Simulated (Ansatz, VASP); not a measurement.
**Te2Pt in VASP and in Ansatz**

```
CELL_PARAMETERS angstrom
4.07141 0.00000 0.00000
-2.03571 3.52595 0.00000
0.00000 0.00000 62.00699
ATOMIC_POSITIONS crystal
Te 0.66667 0.33333 0.34667
Te 0.33333 0.66667 0.39080
Te 0.66667 0.33333 0.43398
Te 0.33333 0.66667 0.47820
Te 0.66667 0.33333 0.52180
Te 0.33333 0.66667 0.56602
Te 0.66667 0.33333 0.60920
Te 0.33333 0.66667 0.65333
Pt 0.00000 0.00000 0.36899
Pt 0.00000 0.00000 0.45604
Pt 0.00000 0.00000 0.54396
Pt 0.00000 0.00000 0.63101
```

Alike in both runs: functional PBE; k mesh 12 × 12 × 1; occupations gaussian, width 0.1 eV; no spin polarisation.

Ansatz relaxed the structure, and its values are those at the end. VASP's run is a single point on that final structure, the one shown.

```csv
,VASP,Ansatz
version,VASP 6.6.1,Ansatz 0.2.0
potentials or method,"VASP PAW PBE potentials, release 64 (Te, Pt), cutoff 400 eV","scalar-relativistic, plane waves, PAW"
valence electrons in the cell,88,200
```

VASP gave:

* gap on the k mesh at the Fermi level (eV): none
* rms of the force components (eV/Å): 0.006
* work function, face that differs most (eV): 4.39

**Question.** What did Ansatz give for the same quantities?

**Answer.** gap on the k mesh at the Fermi level (eV): none; rms of the force components (eV/Å): 0.001; work function, face that differs most (eV): 4.37.

A gap of «none» marks a metal or a gap that the smearing closes. VASP's potentials hold 88 valence electrons a cell and Ansatz's 200, so a difference there can come from the potentials and not from the codes. Ansatz's warnings: xc potential rough in thin density.

Neither program's run includes spin-orbit coupling.
